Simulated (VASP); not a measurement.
A run of VASP 6.6.1 is set up as follows.

INCAR

```
  PREC = Accurate
  ENCUT = 520
  EDIFF = 1E-6
  ISMEAR = 0
  SIGMA = 0.15
  LREAL = False
  LASPH = True
  NELM = 80
  ALGO = Fast
  ISIF = 2
  LWAVE = False
  LCHARG = True
  GGA = PS
  LELF = True
  LVHAR = True
  NBANDS = 66
  LUSENCCL = False
```

The input KPOINTS:

```
regular mesh
0
Gamma
  8 8 8
```

The input POSCAR:

```
W
1.0
    5.0320434148      0.0000000000      0.0000000000
    0.0000000000      5.0320434148      0.0000000000
    0.0000000000      0.0000000000      5.0320434148
W
8
Direct
   -0.0025564964      0.0000000000      0.0000000000
    0.4974435036      0.5000000000      0.5000000000
   -0.0046835446      0.5000000000      0.2500000000
   -0.0046835446      0.5000000000      0.7500000000
    0.2619235855      0.0000000000      0.5000000000
    0.7619235855      0.0000000000      0.5000000000
    0.4953164554      0.7500000000      0.0000000000
    0.4953164554      0.2500000000      0.0000000000
```

Potentials or basis: VASP PAW PBE potentials, release 64 (W_sv).

Command:

```console
$ cat potpaw_PBE.64/W_sv/POTCAR > POTCAR
$ mpirun -np 1 vasp_std > vasp.out
```

(1) Predict the largest force.

(2) Estimate the pressure.

Answers

(1) 0.414 eV/Å.

(2) 0.9 GPa.

Caveat: the cell differs from its parent crystal (atoms displaced along a vibrational mode); the PAW data sets were made with another functional, which shifts forces and pressure a little.
